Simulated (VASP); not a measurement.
Input of a VASP 6.6.1 run:

INCAR

```
  PREC = Accurate
  ENCUT = 520
  EDIFF = 1E-6
  ISMEAR = -1
  SIGMA = 0.1
  LREAL = False
  LASPH = True
  NELM = 100
  ALGO = Normal
  ISIF = 2
  LWAVE = False
  LCHARG = False
  GGA = B5
  ALDAX = 1.0
  AGGAX = 1.0
  AGGAC = 1.0
  ALDAC = 0.0
  NBANDS = 10
```

File KPOINTS:

```
Automatic mesh
0
Gamma
  25 25 25
```

POSCAR

```
Co
1.0
    0.0000000000      1.7544681297      1.7544681297
    1.7544681297      0.0000000000      1.7544681297
    1.7544681297      1.7544681297      0.0000000000
Co
1
Direct
    0.0000000000      0.0000000000      0.0000000000
```

Potentials or basis: VASP PAW PBE potentials, release 64 (Co).

Command:

```console
$ cat potpaw_PBE.64/Co/POTCAR > POTCAR
$ mpirun -np 1 vasp_std > vasp.out
```

(1) Estimate the pressure.

Answers

(1) -0.1 GPa.

Caveat: the PAW data sets were made with another functional, which shifts forces and pressure a little; the run has no spin polarisation, though such a crystal can be magnetic.
